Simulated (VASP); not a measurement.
CaO, 2 atoms in the cell. The structure is cubic, space group Fm-3m (No. 225). The conventional cell has a = 4.795 Å, b = 4.795 Å, c = 4.795 Å, α = 90.00°, β = 90.00°, γ = 90.00°. Ca (site symmetry m-3m) has 6 O at 2.40 Å within 3.2 Å. O (site symmetry m-3m) has 6 Ca at 2.40 Å within 3.2 Å. 

* Program: VASP 6.6.1
* Task: single point
* Functional: HSE06
* Potentials or basis: VASP PAW PBE potentials, release 64 (Ca_sv, O)
* Cutoff: 520 eV
* k mesh: 6 × 6 × 6
* Occupations: gaussian, width 0.01 eV
* Spin: no spin polarisation
* Dipole correction: no
* Grid for exact exchange (PRECFOCK): Normal
* Further INCAR settings: ALGO = Normal; EDIFF = 1e-06; NBANDS = 15
* Share of exact exchange: 0.25
* Screening parameter: 0.2079 1/Å

Potentials or basis: VASP PAW PBE potentials, release 64 (Ca_sv, O).

Launch:

```sh
$ cat potpaw_PBE.64/Ca_sv/POTCAR potpaw_PBE.64/O/POTCAR > POTCAR
$ cp INCAR.step1 INCAR
$ mpirun -np 1 vasp_std > vasp.out
$ cp INCAR.step2 INCAR
$ mpirun -np 1 vasp_std > vasp.out
```

Hardware: 1 thread of Intel(R) Xeon(R) Platinum 8488C (Sapphire Rapids), on a shared host.

Question: Estimate the wall time of this run.

Answer: It took 23 min on 1 thread of Intel(R) Xeon(R) Platinum 8488C (Sapphire Rapids), on a shared host, peak memory 0.26 GiB. Counts: k points 16.
